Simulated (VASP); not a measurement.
The system is Te.

```xyz
2
Lattice="0.0000 3.2350 3.2350 3.2350 0.0000 3.2350 3.2350 3.2350 0.0000" Properties=species:S:1:pos:R:3 pbc="T T T"
Te    6.4700    6.4700    6.4700
Te    1.6175    1.6175    1.6175
```

This isn't the form of Te at room conditions, which is trigonal, of chains.

| Item | Value |
| --- | --- |
| Program | VASP 6.6.1 |
| Task | relaxation of cell and atoms |
| Functional | PBEsol |
| Potentials or basis | VASP PAW PBE potentials, release 64 (Te) |
| Cutoff | 500 eV |
| k mesh | 7 × 7 × 7 |
| Occupations | fermi-dirac, width 0.02 eV |
| Spin | no spin polarisation |

At the start: pressure 14.3 GPa; volume 33.86 Å³/atom.

Q: How do energy, volume and symmetry change on relaxing?

A: Over 3 steps the energy falls by 356.5 meV/atom and the volume is 43.84 Å³/atom (+29.5 %); space group Fd-3m (No. 227, to 0.1 Å) before and after.

Step by step:
```csv
step,energy change (eV),largest force (eV/Å),pressure (GPa),volume (Å³)
1,0.0000,0.0000,14.31,67.71
2,-0.5499,0.0000,-3.23,101.88
3,-0.7129,0.0000,0.05,87.69
```

Final structure:
```
Te
1.0
     0.00000    3.52615    3.52615
     3.52615    0.00000    3.52615
     3.52615    3.52615    0.00000
Te
2
Direct
  0.00000 0.00000 0.00000
  0.25000 0.25000 0.25000
```

Caveat: the volume moved by over 15 % at a fixed basis, so the end points are rough; the PAW data sets were made with another functional, which shifts forces and pressure a little.
